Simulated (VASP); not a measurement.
Si2BO3:

```xyz
6
Lattice="4.1457 0.0000 0.0000 0.0000 4.1457 0.0000 0.0000 0.0000 4.4496" Properties=species:S:1:pos:R:3 pbc="T T T"
Si    2.0729    0.0000    2.2423
Si    0.0000    2.0729    2.2423
B     2.0729    2.0729    4.1404
O     0.0000    0.0000    3.0744
O     2.0729    0.0000    3.8418
O     0.0000    2.0729    3.8418
```

The cell was generated, and may not be a known phase.

- Program: VASP 6.6.1
- Task: relaxation of cell and atoms
- Functional: PBE
- Potentials or basis: VASP PAW PBE potentials, release 64 (Si, B, O)
- Cutoff: 600 eV
- k mesh: 4 × 4 × 4
- Occupations: gaussian, width 0.1 eV
- Spin: collinear spin, ferromagnetic start
- Starting moments: [0.0, 0.0, 0.0, 1.0, 1.0, 1.0] μB

At the start: pressure 0.2 GPa; volume 12.75 Å³/atom.

Q: How do energy, volume and symmetry change on relaxing?

A: Over 54 steps the energy falls by 689.7 meV/atom and the volume is 11.86 Å³/atom (-6.9 %); space group P4mm (No. 99, to 0.1 Å) before and after; moment 0.00 μB per cell.

The path:
```tsv
step	energy change (eV)	largest force (eV/Å)	pressure (GPa)	volume (Å³)
1	0.0000	5.0363	0.21	76.47
3	-1.2297	3.3503	-16.64	76.53
5	-3.1328	1.6316	0.49	62.37
7	-3.6086	1.5057	4.00	61.87
9	-3.7606	1.6876	7.32	61.95
11	-3.9791	1.1814	0.85	65.40
13	-4.0604	0.6402	-3.24	66.48
15	-4.0990	0.1479	0.75	64.89
17	-4.1020	0.0661	0.67	65.17
19	-4.1034	0.0852	-0.43	65.79
21	-4.1044	0.0513	-0.16	65.76
23	-4.1058	0.1464	0.36	66.16
25	-4.1071	0.0807	0.19	66.26
27	-4.1073	0.1846	0.35	67.00
29	-4.1081	0.0830	0.15	66.77
31	-4.1084	0.0909	-0.29	67.19
33	-4.1086	0.0848	-0.13	67.08
35	-4.1096	0.0818	0.21	67.17
37	-4.1107	0.1276	1.73	67.51
39	-4.1109	0.0995	1.32	67.42
41	-4.1114	0.1068	1.42	67.48
43	-4.1132	0.1365	1.73	67.73
45	-4.1171	0.1860	2.03	68.30
47	-4.1274	0.2233	1.45	70.41
49	-4.1359	0.1232	0.18	71.06
51	-4.1367	0.0799	-0.10	71.20
53	-4.1376	0.0904	-0.20	71.23
54	-4.1379	0.0323	0.01	71.18
```

Final structure:
```yaml
crystal:
  lattice:
    - [3.87101, 0.00000, 0.00000]
    - [0.00000, 3.87101, 0.00000]
    - [0.00000, 0.00000, 4.75048]
  atoms:
    - { symbol: Si, position: [0.50000, 0.00000, 0.57124] }
    - { symbol: Si, position: [0.00000, 0.50000, 0.57124] }
    - { symbol: B, position: [0.50000, 0.50000, 0.89014] }
    - { symbol: O, position: [0.00000, 0.00000, 0.47980] }
    - { symbol: O, position: [0.50000, 0.00000, 0.92188] }
    - { symbol: O, position: [0.00000, 0.50000, 0.92188] }
```

Caveat: the k points lie up to 0.41 Å⁻¹ apart in the final cell.
